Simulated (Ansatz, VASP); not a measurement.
BP in VASP and in Ansatz

```
B P
1.0
     3.21566    0.00000    0.00000
    -1.60783    2.78484    0.00000
     0.00000    0.00000    9.17582
B P
2 2
Direct
  0.33333 0.66667 0.25000
  0.66667 0.33333 0.75000
  0.33333 0.66667 0.75000
  0.66667 0.33333 0.25000
```

Change from the starting cell: species swapped into the BN type (P6_3/mmc, No. 194).

Alike in both runs: functional PBE; k mesh 6 × 6 × 2; occupations gaussian, width 0.1 eV; no spin polarisation.

Ansatz relaxed the structure, and its values are those at the end. VASP's run is a single point on that final structure, the one shown.

|  | VASP | Ansatz |
| --- | --- | --- |
| version | VASP 6.6.1 | Ansatz 0.2.0 |
| potentials or method | VASP PAW PBE potentials, release 64 (B, P), cutoff 520 eV | scalar-relativistic, plane waves, PAW |
| valence electrons in the cell | 16 | 16 |

VASP gave:

- gap on the k mesh at the Fermi level (eV): 0.89
- least direct gap on the mesh (eV): 0.89
- pressure (GPa): -0.2

Problem. Estimate Ansatz's values.

Solution. gap on the k mesh at the Fermi level (eV): 0.88; least direct gap on the mesh (eV): 0.88; pressure (GPa): 0.0.
